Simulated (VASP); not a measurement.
# I (Fm-3m) in VASP: a series of runs, part 2 of 2

VASP 6.6.1. Earlier steps stand in the parts before.

**5. Relaxation of cell and atoms, PBE, target pressure 110 GPa, at which the enthalpy is minimised**

This run uses another cell than the first one, of 17.06 Å³/atom.

Input file INCAR:

```
  PREC = Accurate
  ENCUT = 500
  EDIFF = 1E-7
  ISMEAR = -1
  SIGMA = 0.05
  LREAL = F
  LASPH = T
  NELM = 120
  ALGO = Normal
  ISIF = 3
  LWAVE = F
  LCHARG = F
  GGA = PE
  IBRION = 2
  NSW = 60
  EDIFFG = -0.005
  PSTRESS = 1100.0
  GGA_COMPAT = F
  NELMIN = 4
```

Input file KPOINTS:

```
regular mesh
0
Gamma
  16 16 16
```

Input file POSCAR:

```
I
1.0
    0.0000000000      2.0433878040      2.0433878040
    2.0433878040      0.0000000000      2.0433878040
    2.0433878040      2.0433878040      0.0000000000
I
1
Direct
    0.0000000000      0.0000000000      0.0000000000
```

Potentials or basis: VASP PAW PBE potentials, release 64 (I).

Command:

```bash
> cat potpaw_PBE.64/I/POTCAR > POTCAR
> mpirun -np 1 vasp_std > vasp.out
```

OUTCAR:

```text
PREC = Accurate
   ENCUT = 500
   EDIFF = 1E-7
   ISMEAR = -1
   LREAL = F
   LASPH = T
   NELM = 120
   ISIF = 3
   GGA = PE
   IBRION = 2
   NSW = 60
   EDIFFG = -0.005
   PSTRESS = 1100.0
   NELMIN = 4

 ion  position               nearest neighbor table
   1  0.000  0.000  0.000-

  LATTYP: Found a face centered cubic cell.
 ALAT       =     4.0867756080

  Lattice vectors:

 A1 = (   0.0000000000,   2.0433878040,   2.0433878040)
 A2 = (   2.0433878040,   0.0000000000,   2.0433878040)
 A3 = (   2.0433878040,   2.0433878040,   0.0000000000)

Analysis of symmetry for initial positions (statically):
=====================================================================
 Subroutine PRICEL returns:
 Original cell was already a primitive cell.

 Routine SETGRP: Setting up the symmetry group for a
 face centered cubic supercell.

 Subroutine GETGRP returns: Found 48 space group operations
 (whereof 48 operations were pure point group operations)
 out of a pool of 48 trial point group operations.

The static configuration has the point symmetry O_h .

Analysis of symmetry for dynamics (positions and initial velocities):
[... 165 lines left out ...]
  -------------------------------------------------------------------------------------
  Total       11.3440920     11.3440920     11.3440920     -0.0000000     -0.0000000     -0.0000000
  in kB     1065.1185150   1065.1185150   1065.1185150     -0.0000000     -0.0000000     -0.0000000
  external PRESSURE =     -34.8814850 kB  Pullay stress =    1100.0000000 kB
[... 98 lines left out ...]
--------------------------------------- Ionic step        4  -------------------------------------------

 number of electron       6.9999999 magnetization

 Free energy of the ion-electron system (eV)
  ---------------------------------------------------
  ext. energy  EPLUGINS =         0.00000000
  ---------------------------------------------------
  free energy    TOTEN  =         2.01158972 eV

  energy without entropy =        2.01520626  energy(sigma->0) =        2.01339799

 E-fermi :  17.5624     XC(G=0): -12.6582

 val. band max:       17.5577348751   @ k =   0.3750   0.1250   0.0000
 cond. band min:      17.5958038546   @ k =   0.2500   0.1250   0.0625
 fundamental gap:      0.0380689795
 Fermi energy:        17.5624076678

 k-point     1 :       0.0000    0.0000    0.0000
  band No.  band energies     occupation
      1      -3.7427      2.00000
      2      21.3307      0.00000
      3      21.3307      0.00000
      4      21.3307      0.00000
      5      26.2516      0.00000
      6      26.8651      0.00000
      7      26.8651      0.00000
[... 221 lines left out ...]
 k-point    24 :      -0.0625    0.0625    0.0000
  band No.  band energies     occupation
      1      -3.4525      2.00000
      2      19.3169      0.00000
      3      19.8880      0.00000
      4      21.3902      0.00000
      5      25.1714      0.00000
      6      27.0436      0.00000
      7      28.0279      0.00000

 [... further k-points ...]

------------------------ aborting loop because EDIFF is reached ----------------------------------------

  FORCE on cell =-STRESS in cart. coord.  units (eV):
  Direction    XX          YY          ZZ          XY          YZ          ZX
  --------------------------------------------------------------------------------------
  -------------------------------------------------------------------------------------
  Total       11.6160072     11.6160072     11.6160072      0.0000000     -0.0000000      0.0000000
  in kB     1099.9980760   1099.9980760   1099.9980760      0.0000000     -0.0000000      0.0000000
  external PRESSURE =      -0.0019240 kB  Pullay stress =    1100.0000000 kB
[... 20 lines left out ...]
  energy  without entropy=        2.0152062593  energy(sigma->0) =        2.01339799

  enthalpy is  TOTEN    =        13.6276172312 eV   P V=       11.6160275117

 reached required accuracy - stopping structural energy minimisation
```

OSZICAR:

```text
N       E                     dE             d eps       ncg     rms          rms(c)
DAV:   1     0.227544640200E+02    0.22754E+02   -0.28746E+03  2051   0.740E+02
DAV:   2     0.220573224011E+01   -0.20549E+02   -0.19736E+02  2926   0.104E+02
DAV:   3     0.190334899756E+01   -0.30238E+00   -0.30006E+00  2793   0.150E+01
DAV:   4     0.190268164901E+01   -0.66735E-03   -0.66725E-03  3437   0.768E-01
[... 40 lines left out ...]
       N       E                     dE             d eps       ncg     rms          rms(c)
DAV:   1     0.201158961020E+01    0.19459E-02   -0.12258E-05  2485   0.219E-02    0.584E-03
DAV:   2     0.201158975657E+01    0.14636E-06   -0.29641E-07  2226   0.471E-03    0.280E-03
DAV:   3     0.201158971968E+01   -0.36883E-07   -0.28697E-07  2086   0.335E-03    0.366E-03
DAV:   4     0.201158971954E+01   -0.14120E-09   -0.20244E-09  1078   0.545E-04
   4 F= 0.13627617E+02 E0= 0.13629426E+02  d E =-.160271E-02
```

CONTCAR:

```text
I
   1.00000000000000
    -0.0000000000000000    2.0375823867219016    2.0375823867219016
     2.0375823867219016   -0.0000000000000000    2.0375823867219016
     2.0375823867219016    2.0375823867219016   -0.0000000000000000
  I
     1
Direct
     0.0000000000000000    0.0000000000000000    0.0000000000000000

  0.00000000E+00  0.00000000E+00  0.00000000E+00
```

It took 36 s on 1 thread of Intel Xeon Platinum 8488C (Sapphire Rapids), shared host; peak memory 0.15 GiB.

Results:

```yaml
Free_energy: 2.0116 eV
Relaxed_volume: 16.92 Å³/atom
Relaxed_cell: a = 2.882 Å, b = 2.882 Å, c = 2.882 Å, α = 60.00°, β = 60.00°, γ = 60.00°
Space_group_after_relaxing_to_0.1_Å: Fm-3m (No. 225)
Energy_change_on_relaxing_the_run_minimises_the_enthalpy: +98.0 meV/atom
Ionic_steps: 4
Pressure_after_relaxing: 110.0 GPa
Band_gap_on_the_k_mesh: zero (an odd number of electrons rules out a gap without spin polarisation)
```

The path:
```csv
step,energy change (eV),largest force (eV/Å),pressure (GPa),volume (Å³)
1,0.0000,0.0000,106.51,17.06
2,0.6637,0.0000,130.43,16.16
3,0.0960,0.0000,109.93,16.92
4,0.0980,0.0000,110.00,16.92
```

Final structure:
```
I
1.0
     0.00000    2.03758    2.03758
     2.03758    0.00000    2.03758
     2.03758    2.03758    0.00000
I
1
Direct
  0.00000 0.00000 0.00000
```

Caveat: the cell is relaxed towards a set pressure, so the run minimises the enthalpy, not the energy; spin-orbit coupling is left out, which moves the levels of the heavy elements; an odd number of electrons without spin polarisation forces a metal; a magnetic or distorted state may lie lower.

**6. Overview**

```tsv
task	cell	k mesh	gap on the mesh (eV)	pressure (GPa)
single point	a = 2.883 Å, angles 60.0°, 1 atom	16 × 16 × 16	none	109.6
single point	a = 3.673 Å, angles 60.0°, 1 atom	13 × 13 × 13	none	0.0
relaxation of cell and atoms	relaxed to 110 GPa from a = 2.883 Å, angles 60.0°, 1 atom	16 × 16 × 16	none	110.0
relaxation of cell and atoms	relaxed to 110 GPa from a = 2.890 Å, angles 60.0°, 1 atom	16 × 16 × 16	none	110.0
```

Alike in all rows: level PBE; potentials or basis VASP PAW PBE potentials, release 64 (I); no spin polarisation; cutoff (eV) 500; smearing fermi-dirac 0.05 eV.

Caveats: spin-orbit coupling is left out, which moves the levels of the heavy elements; an odd number of electrons without spin polarisation forces a metal; a magnetic or distorted state may lie lower; the cell is relaxed towards a set pressure, so the run minimises the enthalpy, not the energy (at least some runs); the cell stands under pressure (at least some runs).

Total energies depend on the potentials used, so only differences within one code and one set of settings carry meaning.
